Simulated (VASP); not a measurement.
Write the native input for VASP 6.6.1 that does the following.

* Task: single point
* Functional: PBE
* Potentials or basis: VASP PAW PBE potentials, release 64 (Na_pv, Fe, N)
* Cutoff: 520 eV
* k mesh: 7 × 7 × 2
* Occupations: methfessel-paxton, width 0.05 eV
* Spin: collinear spin, antiferromagnetic start
* Starting moments: [0.0, 0.0, 3.5, -3.5, 0.0, 0.0] μB
* Hubbard terms: Fe d U = 3.0 eV
* Dipole correction: no
* Further INCAR settings: ALGO = Normal; EDIFF = 1e-06; NBANDS = 33

The structure of NaFeN lies in POSCAR:

```
NaFeN
1.0
    2.9791990000      0.0000000000      0.0000000000
   -1.4895990000      2.5800620000      0.0000000000
    0.0000000000      0.0000000000      9.6775910000
Na Fe N
2 2 2
Direct
    0.6666666667      0.3333333333      0.7606900000
    0.3333333333      0.6666666667      0.2606900000
    0.0000000000      0.0000000000      0.5181660000
    0.0000000000      0.0000000000      0.0181660000
    0.3333333333      0.6666666667      0.5657830000
    0.6666666667      0.3333333333      0.0657830000
```

These files were run (other wordings do the same):

INCAR

```
SYSTEM = NaFeN
  ALGO = Normal
  EDIFF = 1E-6
  ENCUT = 520
  GGA = PE
  ISIF = 2
  ISMEAR = 1
  ISPIN = 2
  LASPH = .True.
  LCHARG = .True.
  LDAU = .True.
  LDAUJ = 0 0 0
  LDAUL = -1 2 -1
  LDAUPRINT = 1
  LDAUTYPE = 2
  LDAUU = 0 3 0
  LELF = .True.
  LMAXMIX = 4
  LORBIT = 11
  LREAL = .False.
  LVHAR = .True.
  LWAVE = .False.
  MAGMOM = 0 0 3.5 -3.5 0 0
  NBANDS = 33
  NELM = 150
  PREC = Accurate
  SIGMA = 0.05
```

KPOINTS

```
k-points
0
Gamma
  7 7 2
  0 0 0
```

Potentials or basis: VASP PAW PBE potentials, release 64 (Na_pv, Fe, N).

Command:

```sh
$ cat potpaw_PBE.64/Na_pv/POTCAR potpaw_PBE.64/Fe/POTCAR potpaw_PBE.64/N/POTCAR > POTCAR
$ mpirun -np 1 vasp_std > vasp.out
```

Results of the run:

```
Pressure                                              : 22.7 GPa
Largest force                                         : 1.433 eV/Å
Band gap on the k mesh                                : zero (filled and empty bands overlap)
Net moment                                            : 0.00 μB per cell
Site moments                                          : Na +0.02, -0.02; Fe +2.77, -2.77; N +0.05, -0.05 μB
Valence electrons inside the program's atomic spheres : Na 6.10; Fe 7.71; N 3.77
```

Caveat: forces of over 1 eV/Å act on the atoms, so gaps and moduli don't describe the material at rest.

It took 38 s on 1 thread of Intel(R) Xeon(R) 6975P-C (Granite Rapids) (shared host), peak memory 0.24 GiB.
